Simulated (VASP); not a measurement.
# W (P6/mmm) in VASP: further runs

W is run at these levels: PBE; tasks: single point.

All numbers are computed with VASP 6.6.1; they aren't measurements. Logs are shortened: lines on timing, memory, paths and dates and some standing lists are left out, and cuts for length are marked.

## Step 1: The cell of the first run

Symmetry: P6/mmm, No. 191, hexagonal system. Conventional cell: a = 4.624 Å, b = 4.624 Å, c = 2.574 Å, α = 90.00°, β = 90.00°, γ = 120.00°. Within 3.4 Å of W (site symmetry 6/mmm) lie 14 W at 2.57 to 2.96 Å. W (site symmetry -6m2) has 11 W at 2.57 to 2.96 Å within 3.4 Å.

This isn't the form of W at room conditions, which is bcc.

## Step 2: Single point, PBE (15.89 Å³/atom)

INCAR

```
SYSTEM = W
  ALGO = Normal
  EDIFF = 1E-7
  ENCUT = 520
  GGA = PE
  ISIF = 2
  ISMEAR = -1
  LASPH = .TRUE.
  LCHARG = .FALSE.
  LREAL = .FALSE.
  LWAVE = .FALSE.
  NBANDS = 28
  NELM = 60
  PREC = Accurate
  SIGMA = 0.1
```

KPOINTS

```
k-points
0
G
  9 9 14
  0 0 0
```

POSCAR

```
W
1.0
    4.6235737384      0.0000000000      0.0000000000
   -2.3117868692      4.0041323138      0.0000000000
    0.0000000000      0.0000000000      2.5743956664
W
3
Direct
    0.0000000000      1.0000000000      0.0000000000
    0.3333333333      0.6666666667      0.5000000000
    0.6666666667      0.3333333333      0.5000000000
```

Potentials or basis: VASP PAW PBE potentials, release 64 (W_sv).

On the command line:

```
cat potpaw_PBE.64/W_sv/POTCAR > POTCAR
mpirun -np 1 vasp_std > vasp.out
```

OUTCAR:

```text
SYSTEM = W
   EDIFF = 1E-7
   ENCUT = 520
   GGA = PE
   ISIF = 2
   ISMEAR = -1
   LASPH = .TRUE.
   LREAL = .FALSE.
   NELM = 60
   PREC = Accurate

 ion  position               nearest neighbor table
   1  0.000  0.000  0.000-   2 2.96   3 2.96   2 2.96   3 2.96   3 2.96   3 2.96   2 2.96   2 2.96
                             3 2.96   3 2.96   2 2.96   2 2.96
   2  0.333  0.667  0.500-   3 2.67   3 2.67   3 2.67   1 2.96   1 2.96   1 2.96   1 2.96   1 2.96
                             1 2.96
   3  0.667  0.333  0.500-   2 2.67   2 2.67   2 2.67   1 2.96   1 2.96   1 2.96   1 2.96   1 2.96
                             1 2.96

  LATTYP: Found a hexagonal cell.
 ALAT       =     4.6235737384
 C/A-ratio  =     0.5567977958

  Lattice vectors:

 A1 = (   4.6235737384,   0.0000000000,   0.0000000000)
 A2 = (  -2.3117868692,   4.0041323138,   0.0000000000)
 A3 = (   0.0000000000,   0.0000000000,   2.5743956664)

Analysis of symmetry for initial positions (statically):
=====================================================================
 Subroutine PRICEL returns:
 Original cell was already a primitive cell.

 Routine SETGRP: Setting up the symmetry group for a
 hexagonal supercell.

 Subroutine GETGRP returns: Found 24 space group operations
 (whereof 24 operations were pure point group operations)
 out of a pool of 24 trial point group operations.

The static configuration has the point symmetry D_6h.

Analysis of symmetry for dynamics (positions and initial velocities):
=====================================================================
 Subroutine PRICEL returns:
 Original cell was already a primitive cell.

 Routine SETGRP: Setting up the symmetry group for a
 hexagonal supercell.

 Subroutine GETGRP returns: Found 24 space group operations
 (whereof 24 operations were pure point group operations)
 out of a pool of 24 trial point group operations.

The dynamic configuration has the point symmetry D_6h.

 Subroutine INISYM returns: Found 24 space group operations
 (whereof 24 operations are pure point group operations),
 and found     1 'primitive' translations

----------------------------------------------------------------------------------------

                                     Primitive cell

  volume of cell :      47.6608

  direct lattice vectors                    reciprocal lattice vectors
     4.623573738  0.000000000  0.000000000     0.216282914  0.124870998  0.000000000
    -2.311786869  4.004132314  0.000000000     0.000000000  0.249741997  0.000000000
     0.000000000  0.000000000  2.574395666     0.000000000  0.000000000  0.388440679

  length of vectors
     4.623573738  4.623573738  2.574395666     0.249741997  0.249741997  0.388440679

  position of ions in fractional coordinates (direct lattice)
     0.000000000  0.000000000  0.000000000
     0.333333333  0.666666667  0.500000000
     0.666666667  0.333333333  0.500000000

  ion indices of the primitive-cell ions
   primitive index   ion index
                 1           1
                 2           2
                 3           3

----------------------------------------------------------------------------------------

 KPOINTS: k-points

Automatic generation of k-mesh.
 Grid dimensions read from file:
 generate k-points for:    9    9   14

 Generating k-lattice:

  Cartesian coordinates                     Fractional coordinates (reciprocal lattice)
     0.024031435  0.013874555  0.000000000     0.111111111  0.000000000  0.000000000
     0.000000000  0.027749111  0.000000000     0.000000000  0.111111111  0.000000000
     0.000000000  0.000000000  0.027745763     0.000000000  0.000000000  0.071428571

  Length of vectors
     0.027749111  0.027749111  0.027745763

  Shift w.r.t. Gamma in fractional coordinates (k-lattice)
     0.000000000  0.000000000  0.000000000

 Subroutine IBZKPT returns following result:
 ===========================================

 Found     96 irreducible k-points:

 Following reciprocal coordinates:
            Coordinates               Weight
  0.000000  0.000000  0.000000      1.000000
  0.111111  0.000000  0.000000      6.000000
  0.222222  0.000000  0.000000      6.000000
  0.333333  0.000000  0.000000      6.000000
  0.444444  0.000000  0.000000      6.000000
  0.111111  0.111111  0.000000      6.000000
[... 16 lines left out ...]
  0.333333  0.222222  0.071429     24.000000
  0.333333  0.333333  0.071429      4.000000
 [... further k-points ...]
   k-points           NKPTS =     96   k-points in BZ     NKDIM =     96   number of bands    NBANDS=     28
   number of dos      NEDOS =    301   number of ions     NIONS =      3
   total plane-waves  NPLWV =  25920
   dimension x,y,z NGX =    36 NGY =   36 NGZ =   20
   dimension x,y,z NGXF=    72 NGYF=   72 NGZF=   40
   ions per type =               3
   NGX,Y,Z   is equivalent  to a cutoff of  12.94, 12.94, 12.92 a.u.
   NGXF,Y,Z  is equivalent  to a cutoff of  25.89, 25.89, 25.83 a.u.
 SYSTEM =  W
   PREC   = accura    normal or accurate (medium, high low for compatibility)
   ISTART =      0    job   : 0-new  1-cont  2-samecut
   ICHARG =      2    charge: 1-file 2-atom 10-const
   ISPIN  =      1    spin polarized calculation?
   LNONCOLLINEAR =      F non collinear calculations
   LSORBIT =      F    spin-orbit coupling
   LASPH  =      T    aspherical Exc in radial PAW
   ENCUT  =  520.0 eV  38.22 Ry    6.18 a.u.   8.60  8.60  4.79*2*pi/ulx,y,z
   NELM   =     60;   NELMIN=  2; NELMDL= -5     # of ELM steps
   EDIFF  = 0.1E-06   stopping-criterion for ELM
   LREAL  =      F    real-space projection
   EDIFFG = 0.1E-05   stopping-criterion for IOM
   NSW    =      0    number of steps for IOM
   IBRION =     -1    ionic relax: 0-MD 1-quasi-New 2-CG
   NFREE  =      0    steps in history (QN), initial steepest desc. (CG)
   ISIF   =      2    stress and relaxation
   ISYM   =      2    0-nonsym 1-usesym 2-fastsym
   POTIM  = 0.5000    time-step for ionic-motion
   TEBEG  =    0.0;   TEEND  =   0.0 temperature during run
   PSTRESS=    0.0 pullay stress
   NELECT =      42.0000    total number of electrons
   NUPDOWN=      -1.0000    fix difference up-down
   EMIN   =  10.00;   EMAX   =-10.00  energy-range for DOS
   EFERMI =   0.00;   METHOD = LEGACY
   ISMEAR =    -1;   SIGMA  =   0.10  broadening in eV -4-tet -1-fermi 0-gaus
   EFERMI_NEDOS =   21; number of points for ismear=-14 and -15
   IALGO  =     38    algorithm
   IMIX   =      4    mixing-type and parameters
     AMIX     =   0.40;   BMIX     =  1.00
     AMIX_MAG =   1.60;   BMIX_MAG =  1.00
  volume/ion in A,a.u.               =      15.89       107.21
  Fermi-wavevector in a.u.,A,eV,Ry     =   1.569534  2.965989 33.517100  2.463437
  Thomas-Fermi vector in A             =   2.671402
   LORBIT       =      0    0 simple, 1 ext, 2 COOP (PROOUT), +10 PAW based schemes
   GGA     = PE    functional components
   LHFCALC =     F    Hartree Fock is set to
   AEXX    =    0.0000 exact exchange contribution
   IVDW    =     0    specifies the selected vdW correction
   LEPSILON=     F    determine dielectric tensor
   LRPA    =     F    only Hartree local field effects (RPA)
 non-spin polarized calculation
  energy-cutoff  :      520.00
  volume of cell :       47.66
 maximum number of plane-waves:      1300
 NGX is ok and might be reduce to    36
   NGX = 17   NGY = 17   NGZ =  9

 number of electron      42.0000015 magnetization

 Free energy of the ion-electron system (eV)
  ---------------------------------------------------
  ext. energy  EPLUGINS =         0.00000000
  ---------------------------------------------------
  free energy    TOTEN  =       -37.20677147 eV

  energy without entropy =      -37.09475974  energy(sigma->0) =      -37.15076560

 E-fermi :  11.2109     XC(G=0): -13.6010

 val. band max:       11.2107707836   @ k =   0.4444   0.0000   0.2143
 cond. band min:      11.2171324124   @ k =   0.2222   0.1111   0.2857
 fundamental gap:      0.0063616288
 Fermi energy:        11.2109274955

 k-point     1 :       0.0000    0.0000    0.0000
  band No.  band energies     occupation
      1     -62.7694      2.00000
      2     -62.5890      2.00000
      3     -62.4774      2.00000
      4     -27.2057      2.00000
      5     -27.2057      2.00000
      6     -27.1338      2.00000
[... 20 lines left out ...]
     27      16.8100      0.00000
     28      16.8100      0.00000

 k-point     2 :       0.1111    0.0000    0.0000
  band No.  band energies     occupation
      1     -62.7680      2.00000
      2     -62.5871      2.00000
      3     -62.4807      2.00000
      4     -27.2964      2.00000
      5     -27.2734      2.00000
      6     -27.0351      2.00000
[... 20 lines left out ...]
     27      16.5026      0.00000
     28      16.7649      0.00000

 k-point     3 :       0.2222    0.0000    0.0000
  band No.  band energies     occupation
      1     -62.7646      2.00000
      2     -62.5813      2.00000
      3     -62.4902      2.00000
      4     -27.3962      2.00000
      5     -27.3003      2.00000
      6     -26.9124      2.00000
[... 20 lines left out ...]
     27      15.7570      0.00000
     28      16.6271      0.00000

 k-point     4 :       0.3333    0.0000    0.0000
  band No.  band energies     occupation
      1     -62.7608      2.00000
      2     -62.5719      2.00000
      3     -62.5036      2.00000
      4     -27.4692      2.00000
      5     -27.2496      2.00000
      6     -26.8247      2.00000
[... 578 lines left out ...]
     27      15.3550      0.00000
     28      16.0147      0.00000

 k-point    23 :       0.3333    0.2222    0.0714
  band No.  band energies     occupation
      1     -62.7515      2.00000
      2     -62.5474      2.00000
      3     -62.5193      2.00000
      4     -27.3775      2.00000
      5     -27.2164      2.00000
      6     -27.0555      2.00000
[... 20 lines left out ...]
     27      15.5463      0.00000
     28      15.7868      0.00000

 k-point    24 :       0.3333    0.3333    0.0714
  band No.  band energies     occupation
      1     -62.7510      2.00000
      2     -62.5336      2.00000
      3     -62.5336      2.00000
      4     -27.2957      2.00000
      5     -27.1939      2.00000
      6     -27.1939      2.00000
[... 20 lines left out ...]
     27      15.1519      0.00000
     28      15.8671      0.00000

 [... further k-points ...]

------------------------ aborting loop because EDIFF is reached ----------------------------------------

  FORCE on cell =-STRESS in cart. coord.  units (eV):
  Direction    XX          YY          ZZ          XY          YZ          ZX
  --------------------------------------------------------------------------------------
  -------------------------------------------------------------------------------------
  Total        3.8786447      3.8786447      3.9242751      0.0000000     -0.0000000      0.0000000
  in kB      130.3854328    130.3854328    131.9193567      0.0000000     -0.0000000      0.0000000
  external PRESSURE =     130.8967408 kB  Pullay stress =       0.0000000 kB

 VOLUME and BASIS-vectors are now :
 -----------------------------------------------------------------------------
  energy-cutoff  :      520.00
  volume of cell :       47.66
      direct lattice vectors                 reciprocal lattice vectors
     4.623573738  0.000000000  0.000000000     0.216282914  0.124870998  0.000000000
    -2.311786869  4.004132314  0.000000000     0.000000000  0.249741997  0.000000000
     0.000000000  0.000000000  2.574395666     0.000000000  0.000000000  0.388440679

 POSITION                                       TOTAL-FORCE (eV/Angst)
 -----------------------------------------------------------------------------------
      0.00000      0.00000      0.00000         0.000000      0.000000     -0.000000
     -0.00000      2.66942      1.28720        -0.000000     -0.000000      0.000000
      2.31179      1.33471      1.28720         0.000000      0.000000     -0.000000
 -----------------------------------------------------------------------------------
    total drift:                                0.000000      0.000000     -0.000000

  FREE ENERGIE OF THE ION-ELECTRON SYSTEM (eV)
  ---------------------------------------------------
  free  energy   TOTEN  =       -37.2067714657 eV

  energy  without entropy=      -37.0947597411  energy(sigma->0) =      -37.15076560
```

It took 3.4 min on 1 thread of Intel Xeon 8259CL, shared host; peak memory 0.23 GiB.

What came out:

| Quantity | Value |
| --- | --- |
| Free energy | -37.2068 eV |
| Pressure | 13.1 GPa |
| Band gap on the k mesh | zero (bands 21 and 22 overlap by 0.97 eV) |

Levels at points of the mesh, in eV from the Fermi level:
| k point | band 17 | band 18 | band 19 | band 20 | band 21 | band 22 | band 23 | band 24 | band 25 | band 26 |
| --- | --- | --- | --- | --- | --- | --- | --- | --- | --- | --- |
| (0.00, 0.00, 0.00) | -2.58 | -2.55 | -2.55 | -2.37 | -0.35 | -0.35 | 2.21 | 2.21 | 2.27 | 2.27 |
| (0.00, 0.00, 0.50) | -4.28 | -2.68 | -1.15 | -1.15 | 0.24 | 0.24 | 3.30 | 3.30 | 4.18 | 4.18 |

Caveat: the cell stands under pressure; spin-orbit coupling is left out, which moves the levels of the heavy elements.

## Step 3: Single point, PBE (16.55 Å³/atom)

This run uses another cell than the first one, of 16.55 Å³/atom.

INCAR

```
PREC = Accurate ; ENCUT = 520
EDIFF = 1E-6 ; ISMEAR = -1
SIGMA = 0.1 ; LREAL = False
LASPH = True ; NELM = 60
ALGO = Normal ; ISIF = 2
LWAVE = False ; LCHARG = False
GGA = PE ; NBANDS = 28
```

KPOINTS

```
Automatic mesh
0
Gamma
  9 9 14
```

POSCAR

```
W
1.0
    4.6869182364      0.0000000000      0.0000000000
   -2.3434591182      4.0589902582      0.0000000000
    0.0000000000      0.0000000000      2.6096657432
W
3
Direct
    0.0000000000      1.0000000000      0.0000000000
    0.3333333333      0.6666666667      0.5000000000
    0.6666666667      0.3333333333      0.5000000000
```

Potentials or basis: VASP PAW PBE potentials, release 64 (W_sv).

On the command line:

```
cat potpaw_PBE.64/W_sv/POTCAR > POTCAR
mpirun -np 1 vasp_std > vasp.out
```

Run time: 3.1 min. Hardware: 1 thread of Intel Xeon 8259CL, shared host; peak memory 0.24 GiB.

The run converged. Its results:

```
Free energy            : -37.2901 eV
Pressure               : 0.6 GPa
Band gap on the k mesh : zero (bands 21 and 22 overlap by 0.91 eV)
```

Stress tensor (GPa, compression positive):
```
 0.98  0.00  0.00
 0.00  0.98  0.00
 0.00  0.00 -0.09
```

Levels at points of the mesh, in eV from the Fermi level:
| k point | band 18 | band 19 | band 20 | band 21 | band 22 | band 23 | band 24 | band 25 |
| --- | --- | --- | --- | --- | --- | --- | --- | --- |
| (0.00, 0.00, 0.00) | -2.45 | -2.45 | -2.25 | -0.30 | -0.30 | 2.13 | 2.13 | 2.19 |
| (0.00, 0.00, 0.50) | -2.65 | -1.06 | -1.06 | 0.22 | 0.22 | 3.13 | 3.13 | 3.97 |

Caveat: spin-orbit coupling is left out, which moves the levels of the heavy elements.

## Step 4: Single point, PBE (17.21 Å³/atom)

This run uses another cell than the first one, of 17.21 Å³/atom.

INCAR

```
SYSTEM = W
  ALGO = Normal
  EDIFF = 1E-7
  ENCUT = 520
  GGA = PE
  ISIF = 2
  ISMEAR = -1
  LASPH = .True.
  LCHARG = .True.
  LELF = .True.
  LREAL = .False.
  LVHAR = .True.
  LWAVE = .False.
  NBANDS = 28
  NELM = 60
  PREC = Accurate
  SIGMA = 0.1
```

KPOINTS

```
k-points
0
Gamma
  9 9 14
  0 0 0
```

POSCAR

```
W
1.0
    4.7485952862      0.0000000000      0.0000000000
   -2.3742976431      4.1124041501      0.0000000000
    0.0000000000      0.0000000000      2.6440073886
W
3
Direct
    0.0000000000      1.0000000000      0.0000000000
    0.3333333333      0.6666666667      0.5000000000
    0.6666666667      0.3333333333      0.5000000000
```

On the command line:

```
cat potpaw_PBE.64/W_sv/POTCAR > POTCAR
mpirun -np 1 vasp_std > vasp.out
```

Run time: 3.5 min. Hardware: 1 thread of Intel Xeon 8259CL, shared host; peak memory 0.24 GiB.

The run converged. Its results:

```
Free energy            : -37.2338 eV
Pressure               : -9.5 GPa
Band gap on the k mesh : zero (bands 21 and 22 overlap by 0.85 eV)
```

Stress tensor (GPa, compression positive):
```
 -8.82   0.00   0.00
  0.00  -8.82   0.00
  0.00   0.00 -10.85
```

Levels at points of the mesh, in eV from the Fermi level:
```
           k point  band 17  band 18  band 19  band 20  band 21  band 22  band 23  band 24  band 25  band 26
(0.00, 0.00, 0.00)    -2.40    -2.36    -2.36    -2.14    -0.26    -0.26     2.05     2.05     2.11     2.11
(0.00, 0.00, 0.50)    -4.04    -2.61    -0.98    -0.98     0.21     0.21     2.98     2.98     3.77     3.77
```

Caveat: the cell stands under tension; spin-orbit coupling is left out, which moves the levels of the heavy elements.

## Step 5: Summary

```tsv
cell	gap on the mesh (eV)	pressure (GPa)
a = 4.624, b = 4.624, c = 2.574 Å, angles 90.0, 90.0, 120.0°, 3 atoms	none	13.1
a = 4.687, b = 4.687, c = 2.610 Å, angles 90.0, 90.0, 120.0°, 3 atoms	none	0.6
a = 4.749, b = 4.749, c = 2.644 Å, angles 90.0, 90.0, 120.0°, 3 atoms	none	-9.5
```

Alike in all rows: task single point; level PBE; potentials or basis VASP PAW PBE potentials, release 64 (W_sv); no spin polarisation; k mesh 9 × 9 × 14; cutoff (eV) 520; smearing fermi-dirac 0.1 eV.

Caveats: spin-orbit coupling is left out, which moves the levels of the heavy elements; the cell stands under pressure (at least some runs); the cell stands under tension (at least some runs).

Absolute energies hang on the potentials; compare differences alone.

The gap in the log of VASP goes by the Fermi energy; the results here count the filled bands.